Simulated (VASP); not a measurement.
# SnO (P4/nmm) in VASP: notebook, part 2 of 2

VASP 6.6.1.

## (5) Single point, LDA

This run uses another cell than the first one, of 18.39 Å³/atom.

The input, INCAR:

```
SYSTEM = SnO
ALGO = Normal
EDIFF = 1E-6
ENCUT = 520
GGA = CA
ISIF = 2
ISMEAR = 0
LASPH = .TRUE.
LCHARG = .FALSE.
LREAL = .FALSE.
LWAVE = .FALSE.
NBANDS = 28
NELM = 100
PREC = Accurate
SIGMA = 0.15
```

The input, KPOINTS:

```
k-points
0
G
  10 10 8
  0 0 0
```

The input, POSCAR:

```
SnO
1.0
    3.8787000000      0.0000000000      0.0000000000
    0.0000000000      3.8787000000      0.0000000000
    0.0000000000      0.0000000000      4.8890000000
Sn O
2 2
Direct
    0.0000000000      0.5000000000      0.2455950842
    0.5000000000      0.0000000000      0.7544049158
    0.0000000000      0.0000000000      0.0000000000
    0.5000000000      0.5000000000      0.0000000000
```

Potentials or basis: VASP PAW LDA potentials, release 64 (Sn_d, O).

Run with:

```bash
$ cat potpaw_LDA.64/Sn_d/POTCAR potpaw_LDA.64/O/POTCAR > POTCAR
$ mpirun -np 1 vasp_std > vasp.out
```

OUTCAR:

```text
SYSTEM = SnO
   EDIFF = 1E-6
   ENCUT = 520
   GGA = CA
   ISIF = 2
   ISMEAR = 0
   LASPH = .TRUE.
   LREAL = .FALSE.
   NELM = 100
   PREC = Accurate

 ion  position               nearest neighbor table
   1  0.000  0.500  0.246-   3 2.28   4 2.28   3 2.28   4 2.28   2 3.65   2 3.65   2 3.65   2 3.65
                             2 3.70   2 3.70   2 3.70   2 3.70
   2  0.500  0.000  0.754-   3 2.28   4 2.28   4 2.28   3 2.28   1 3.65   1 3.65   1 3.65   1 3.65
                             1 3.70   1 3.70   1 3.70   1 3.70
   3  0.000  0.000  0.000-   1 2.28   2 2.28   1 2.28   2 2.28
[... 950 lines left out ...]
  --------------------------------------------------------------------------------------
  -------------------------------------------------------------------------------------
  Total       -4.0130301     -4.0130301     -3.8369702      0.0000000     -0.0000000      0.0000000
  in kB      -87.4159300    -87.4159300    -83.5808129      0.0000000     -0.0000000      0.0000000
  external PRESSURE =     -86.1375576 kB  Pullay stress =       0.0000000 kB

 VOLUME and BASIS-vectors are now :
 -----------------------------------------------------------------------------
  energy-cutoff  :      520.00
  volume of cell :       73.55
      direct lattice vectors                 reciprocal lattice vectors
     3.878700000  0.000000000  0.000000000     0.257818341  0.000000000  0.000000000
     0.000000000  3.878700000  0.000000000     0.000000000  0.257818341  0.000000000
     0.000000000  0.000000000  4.889000000     0.000000000  0.000000000  0.204540806

 POSITION                                       TOTAL-FORCE (eV/Angst)
 -----------------------------------------------------------------------------------
      0.00000      1.93935      1.20071        -0.000000     -0.000000     -1.312075
      1.93935      0.00000      3.68829         0.000000     -0.000000      1.312075
      0.00000      0.00000      0.00000        -0.000000     -0.000000      0.000000
      1.93935      1.93935      0.00000        -0.000000      0.000000      0.000000
 -----------------------------------------------------------------------------------
    total drift:                                0.000000      0.000000      0.000000

  FREE ENERGIE OF THE ION-ELECTRON SYSTEM (eV)
  ---------------------------------------------------
  free  energy   TOTEN  =       -25.5294175009 eV

  energy  without entropy=      -25.5284930692  energy(sigma->0) =      -25.52895529
```

stdout:

```text
POSCAR found type information on POSCAR SnO
 POSCAR found :  2 types and       4 ions
 scaLAPACK will be used
 LDA part: xc-table for (Slater(with rela. corr.)+CA(PZ))
 , standard interpolation
 POSCAR, INCAR and KPOINTS ok, starting setup
 FFT: planning ... GRIDC
 FFT: planning ... GRID_SOFT
 FFT: planning ... GRID
 WAVECAR not read
 entering main loop
```

Wall time 3.1 min (1 thread of Intel Xeon Platinum 8259CL at 2.50GHz (Skylake/Cascade Lake), shared host); peak memory 0.28 GiB.

What came out:

```yaml
Free_energy: -25.5294 eV
Pressure: -8.6 GPa
Largest_force: 1.312 eV/Å
```

Forces on the atoms (eV/Å):
```
Sn   0.000  0.000 -1.312
Sn   0.000  0.000  1.312
O    0.000  0.000  0.000
O    0.000  0.000  0.000
```

Caveat: the cell stands under tension; spin-orbit coupling is left out, which moves the levels of the heavy elements; forces of over 1 eV/Å act on the atoms, so gaps and moduli don't describe the material at rest.

## (6) Single point, LDA

This run uses another cell than the first one, of 16.64 Å³/atom.

The input, INCAR:

```
SYSTEM = SnO
ALGO = Normal ; EDIFF = 1E-7
ENCUT = 520 ; GGA = CA
ISIF = 2 ; ISMEAR = 0
LASPH = .True. ; LCHARG = .False.
LREAL = .False. ; LWAVE = .False.
NBANDS = 28 ; NELM = 100
PREC = Accurate ; SIGMA = 0.15
```

The input, KPOINTS:

```
k-points
0
Gamma
  10 10 8
  0 0 0
```

Changes to POSCAR since step 5:

```diff
@@ -4,3 +4,3 @@
     0.0000000000      3.8787000000      0.0000000000
-    0.0000000000      0.0000000000      4.8890000000
+    0.0000000000      0.0000000000      4.4234000000
 Sn O
```

Potentials or basis: VASP PAW LDA potentials, release 64 (Sn_d, O).

Run with:

```bash
$ cat potpaw_LDA.64/Sn_d/POTCAR potpaw_LDA.64/O/POTCAR > POTCAR
$ mpirun -np 1 vasp_std > vasp.out
```

Wall time 3.1 min (1 thread of Intel Xeon Platinum 8259CL at 2.50GHz (Skylake/Cascade Lake), shared host); peak memory 0.27 GiB.

The run converged. Its results:

```
Free energy            : -25.6602 eV
Pressure               : -1.6 GPa
Largest force          : 0.286 eV/Å
Band gap on the k mesh : 0.26 eV (least direct gap 1.61 eV)
```

Forces in eV/Å, atoms in the order of the input:
```
Sn   0.000  0.000  0.286
Sn   0.000  0.000 -0.286
O    0.000  0.000  0.000
O    0.000  0.000  0.000
```

Stress tensor (GPa, compression positive):
```
-3.62  0.00  0.00
 0.00 -3.62  0.00
 0.00  0.00  2.39
```

Levels at points of the mesh, in eV from the valence-band top:
| k point | band 17 | band 18 | band 19 | band 20 | band 21 | band 22 | band 23 | band 24 |
| --- | --- | --- | --- | --- | --- | --- | --- | --- |
| (0.00, 0.00, 0.00) | -3.15 | -3.15 | -3.13 | -0.14 | 2.38 | 4.76 | 4.76 | 5.34 |
| (0.50, 0.00, 0.00) | -4.56 | -4.56 | -2.26 | -2.26 | 3.83 | 3.83 | 6.01 | 6.01 |
| (0.50, 0.50, 0.00) | -2.44 | -2.44 | -1.35 | -1.35 | 0.26 | 0.26 | 5.25 | 5.25 |
| (0.00, 0.00, 0.50) | -3.16 | -3.16 | -2.38 | -1.35 | 1.34 | 2.82 | 2.82 | 3.31 |
| (0.50, 0.00, 0.50) | -4.71 | -4.71 | -1.23 | -1.23 | 3.20 | 3.20 | 5.31 | 5.31 |
| (0.50, 0.50, 0.50) | -2.59 | -2.59 | -2.44 | -2.44 | 2.91 | 2.91 | 4.97 | 4.97 |

Caveat: spin-orbit coupling is left out, which moves the levels of the heavy elements.

## (7) Single point, LDA

This run uses another cell than the first one, of 17.07 Å³/atom.

The input, INCAR:

```
SYSTEM = SnO
PREC     = Accurate       ! precision mode
ENCUT    = 520            ! plane-wave cutoff, eV
EDIFF    = 1E-6           ! SCF threshold, eV
ISMEAR   = 0              ! smearing method
SIGMA    = 0.15           ! smearing width, eV
LREAL    = .False.        ! projectors in reciprocal space
LASPH    = .True.         ! aspherical terms in the spheres
NELM     = 60             ! most SCF steps
ALGO     = Normal         ! electronic algorithm
ISIF     = 2              ! what is computed and relaxed
LWAVE    = .False.        ! write WAVECAR
LCHARG   = .False.        ! write CHGCAR
NBANDS   = 28             ! bands
```

The input, KPOINTS:

```
Automatic mesh
0
Gamma
  10 10 8
  0 0 0
```

Changes to POSCAR since step 6:

```diff
@@ -4,3 +4,3 @@
     0.0000000000      3.8787000000      0.0000000000
-    0.0000000000      0.0000000000      4.4234000000
+    0.0000000000      0.0000000000      4.5398000000
 Sn O
```

Potentials or basis: VASP PAW LDA potentials, release 64 (Sn_d, O).

Run with:

```bash
$ cat potpaw_LDA.64/Sn_d/POTCAR potpaw_LDA.64/O/POTCAR > POTCAR
$ mpirun -np 1 vasp_std > vasp.out
```

OUTCAR:

```text
SYSTEM = SnO
   PREC = Accurate
   ENCUT = 520
   EDIFF = 1E-6
   ISMEAR = 0
   LREAL = .False.
   LASPH = .True.
   NELM = 60
   ISIF = 2

 ion  position               nearest neighbor table
   1  0.000  0.500  0.246-   3 2.24   4 2.24   3 2.24   4 2.24   2 3.53   2 3.53   2 3.53   2 3.53
                             2 3.59   2 3.59   2 3.59   2 3.59
   2  0.500  0.000  0.754-   3 2.24   4 2.24   4 2.24   3 2.24   1 3.53   1 3.53   1 3.53   1 3.53
                             1 3.59   1 3.59   1 3.59   1 3.59
   3  0.000  0.000  0.000-   1 2.24   2 2.24   1 2.24   2 2.24
   4  0.500  0.500  0.000-   1 2.24   2 2.24   2 2.24   1 2.24

  LATTYP: Found a simple tetragonal cell.
 ALAT       =     3.8787000000
 C/A-ratio  =     1.1704437054

  Lattice vectors:

 A1 = (   3.8787000000,   0.0000000000,   0.0000000000)
 A2 = (   0.0000000000,   3.8787000000,   0.0000000000)
 A3 = (   0.0000000000,   0.0000000000,   4.5398000000)

Analysis of symmetry for initial positions (statically):
=====================================================================
 Subroutine PRICEL returns:
 Original cell was already a primitive cell.

 Routine SETGRP: Setting up the symmetry group for a
[... 177 lines left out ...]
 val. band max:        6.8366921129   @ k =   0.1000   0.1000   0.0000
 cond. band min:       7.0242597685   @ k =   0.5000   0.5000   0.0000
 fundamental gap:      0.1875676556
 Fermi energy:         7.0020195345

 k-point     1 :       0.0000    0.0000    0.0000
  band No.  band energies     occupation
      1     -14.7577      2.00000
      2     -14.3612      2.00000
      3     -14.3612      2.00000
      4     -14.3202      2.00000
      5     -14.3121      2.00000
      6     -14.3029      2.00000
[... 733 lines left out ...]
     27      14.3091      0.00000
     28      16.2736      0.00000

 [... further k-points ...]

------------------------ aborting loop because EDIFF is reached ----------------------------------------

  FORCE on cell =-STRESS in cart. coord.  units (eV):
  Direction    XX          YY          ZZ          XY          YZ          ZX
  --------------------------------------------------------------------------------------
  -------------------------------------------------------------------------------------
  Total       -2.2488518     -2.2488518     -0.2060347      0.0000000     -0.0000000      0.0000000
  in kB      -52.7548412    -52.7548412     -4.8332781      0.0000000     -0.0000000      0.0000000
  external PRESSURE =     -36.7809868 kB  Pullay stress =       0.0000000 kB

 VOLUME and BASIS-vectors are now :
 -----------------------------------------------------------------------------
  energy-cutoff  :      520.00
  volume of cell :       68.30
      direct lattice vectors                 reciprocal lattice vectors
     3.878700000  0.000000000  0.000000000     0.257818341  0.000000000  0.000000000
     0.000000000  3.878700000  0.000000000     0.000000000  0.257818341  0.000000000
     0.000000000  0.000000000  4.539800000     0.000000000  0.000000000  0.220274021

 POSITION                                       TOTAL-FORCE (eV/Angst)
 -----------------------------------------------------------------------------------
      0.00000      1.93935      1.11495         0.000000     -0.000000     -0.104928
      1.93935      0.00000      3.42485         0.000000     -0.000000      0.104928
      0.00000      0.00000      0.00000         0.000000     -0.000000      0.000000
      1.93935      1.93935      0.00000         0.000000      0.000000      0.000000
 -----------------------------------------------------------------------------------
    total drift:                                0.000000      0.000000      0.000000

  FREE ENERGIE OF THE ION-ELECTRON SYSTEM (eV)
  ---------------------------------------------------
  free  energy   TOTEN  =       -25.6722020221 eV

  energy  without entropy=      -25.6714592947  energy(sigma->0) =      -25.67183066
```

OSZICAR:

```text
N       E                     dE             d eps       ncg     rms          rms(c)
DAV:   1     0.412936713076E+03    0.41294E+03   -0.19860E+04  6116   0.221E+03
DAV:   2     0.333736703390E+02   -0.37956E+03   -0.36387E+03  6116   0.544E+02
DAV:   3    -0.262716401840E+02   -0.59645E+02   -0.58512E+02  6660   0.180E+02
DAV:   4    -0.291456325607E+02   -0.28740E+01   -0.28602E+01  6808   0.421E+01
DAV:   5    -0.292150187603E+02   -0.69386E-01   -0.69377E-01  6392   0.710E+00    0.113E+01
DAV:   6    -0.258140284457E+02    0.34010E+01   -0.16124E+01  9512   0.455E+01    0.517E+00
DAV:   7    -0.257266782262E+02    0.87350E-01   -0.20405E+00  6912   0.869E+00    0.241E+00
DAV:   8    -0.256855836105E+02    0.41095E-01   -0.33870E-01  6984   0.369E+00    0.768E-01
DAV:   9    -0.256718503595E+02    0.13733E-01   -0.44738E-02  9672   0.213E+00    0.222E-01
DAV:  10    -0.256726084651E+02   -0.75811E-03   -0.68194E-03  8656   0.749E-01    0.143E-01
DAV:  11    -0.256721819707E+02    0.42649E-03   -0.18161E-03  9072   0.391E-01    0.169E-02
DAV:  12    -0.256722050535E+02   -0.23083E-04   -0.23313E-04  6044   0.859E-02    0.244E-02
DAV:  13    -0.256722021262E+02    0.29273E-05   -0.16238E-05  8416   0.323E-02    0.340E-03
DAV:  14    -0.256722020221E+02    0.10409E-06   -0.99082E-07  3312   0.687E-03
   1 F= -.25672202E+02 E0= -.25671831E+02  d E =-.742727E-03
```

Wall time 3.1 min (1 thread of Intel Xeon Platinum 8259CL at 2.50GHz (Skylake/Cascade Lake), shared host); peak memory 0.27 GiB.

Results:

* Free energy: -25.6722 eV
* Pressure: -3.7 GPa
* Largest force: 0.105 eV/Å
* Band gap on the k mesh: 0.19 eV (least direct gap 1.69 eV)

Forces in eV/Å, atoms in the order of the input:
```
Sn   0.000  0.000 -0.105
Sn   0.000  0.000  0.105
O    0.000  0.000  0.000
O    0.000  0.000  0.000
```

Caveat: the cell stands under tension; spin-orbit coupling is left out, which moves the levels of the heavy elements. A k mesh can miss the band edges.

## (8) Summary

```csv
cell,gap on the mesh (eV),pressure (GPa),largest force (eV/Å)
"a = 3.822, b = 3.822, c = 4.773 Å, 4 atoms",none,-4.6,0.64
"a = 3.822, b = 3.822, c = 4.889 Å, 4 atoms",none,-6.4,1.07
"a = 3.879, b = 3.879, c = 4.773 Å, 4 atoms",-,-7.2,0.91
"a = 3.879, b = 3.879, c = 4.889 Å, 4 atoms",-,-8.6,1.31
"a = 3.879, b = 3.879, c = 4.423 Å, 4 atoms",0.26,-1.6,0.29
"a = 3.879, b = 3.879, c = 4.540 Å, 4 atoms",0.19,-3.7,0.10
```

Alike in all rows: task single point; level LDA; potentials or basis VASP PAW LDA potentials, release 64 (Sn_d, O); no spin polarisation; k mesh 10 × 10 × 8; cutoff (eV) 520; smearing gaussian 0.15 eV.

Caveats: spin-orbit coupling is left out, which moves the levels of the heavy elements; the cell stands under tension (at least some runs); semilocal functionals underestimate gaps, so a narrow gap can read as zero (at least some runs); forces of over 1 eV/Å act on the atoms, so gaps and moduli don't describe the material at rest (at least some runs).

Total energies depend on the potentials used, so only differences within one code and one set of settings carry meaning.
